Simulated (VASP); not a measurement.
Write the native input for VASP 6.6.1 that does the following.

```
Task                   : single point
Functional             : LDA
Potentials or basis    : VASP PAW LDA potentials, release 64 (Tl_d)
Cutoff                 : 520 eV
k mesh                 : 16 × 16 × 16
Occupations            : gaussian, width 0.15 eV
Spin                   : no spin polarisation
Dipole correction      : no
Further INCAR settings : ALGO = Normal; EDIFF = 1e-06; NBANDS = 12
```

The structure of Tl lies in POSCAR:

```
Tl
1.0
    0.0000000000      2.5649948823      2.4663412330
    2.4663412330      0.0000000000      2.4663412330
    2.4663412330      2.5649948823      0.0000000000
Tl
1
Direct
    0.0000000000      0.0000000000      0.0000000000
```

This cell differs from its parent crystal: strain +0.0400 x Voigt [0, 1, 0, 0, 0, 0].

One way to write it, as run:

INCAR

```
SYSTEM = Tl
  ALGO = Normal
  EDIFF = 1E-6
  ENCUT = 520
  ISIF = 2
  ISMEAR = 0
  LASPH = .True.
  LCHARG = .True.
  LELF = .True.
  LREAL = .False.
  LVHAR = .True.
  LWAVE = .False.
  NBANDS = 12
  NELM = 80
  PREC = Accurate
  SIGMA = 0.15
```

KPOINTS

```
k-points
0
Gamma
  16 16 16
  0 0 0
```

Potentials or basis: VASP PAW LDA potentials, release 64 (Tl_d).

Launch:

```sh
$ cat potpaw_LDA.64/Tl_d/POTCAR > POTCAR
$ mpirun -np 1 vasp_std > vasp.out
```

Results of the run:

```json
{
 "Pressure": "-4.2 GPa"
}
```

Caveat: the cell differs from its parent crystal (strain +0.0400 x Voigt [0, 1, 0, 0, 0, 0]).

Run time: 47 s on 1 thread of Intel(R) Xeon(R) Platinum 8488C (Sapphire Rapids), with other jobs on the host, peak memory 0.24 GiB.
